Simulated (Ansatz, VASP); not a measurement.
# MgI2 in VASP and in Ansatz

```
Mg I
1.0
     4.15370   -0.02077   -0.02077
    -2.09484    3.60759   -0.00760
    -0.03431   -0.03431    6.86200
Mg I
1 2
Cartesian
  0.0000 0.0000 0.0000
  -0.0380 2.3721 5.1869
  2.0625 1.1804 1.6468
```

Change from the starting cell: equal xy, yz and zx shear strains of -1 %.

Alike in both runs: task single point; functional PBEsol; k mesh 7 × 7 × 4; occupations fermi-dirac, width 0.03 eV; no spin polarisation.

```csv
,VASP,Ansatz
version,VASP 6.6.1,Ansatz 0.2.0
potentials or method,"VASP PAW PBE potentials, release 64 (Mg, I), cutoff 520 eV","all-electron LAPW, scalar-relativistic"
```

Ansatz gave:

```
gap on the k mesh at the Fermi level (eV)                     : 3.46
pressure (GPa)                                                : -0.2
traceless stress, the component that is largest in VASP (GPa) : 0.26
rms of the force components (eV/Å)                            : 0.025
```

Question: What did VASP give for the same quantities?

Answer: gap on the k mesh at the Fermi level (eV): 3.44; pressure (GPa): -0.2; traceless stress, the component that is largest in VASP (GPa): 0.26; rms of the force components (eV/Å): 0.026.

VASP's potentials were made for PBE, not for PBEsol. Atom by atom the forces differ by 0.001 eV/Å (rms over components). Ansatz ran all-electron here, and VASP with PAW potentials.

Spin-orbit coupling is off throughout.
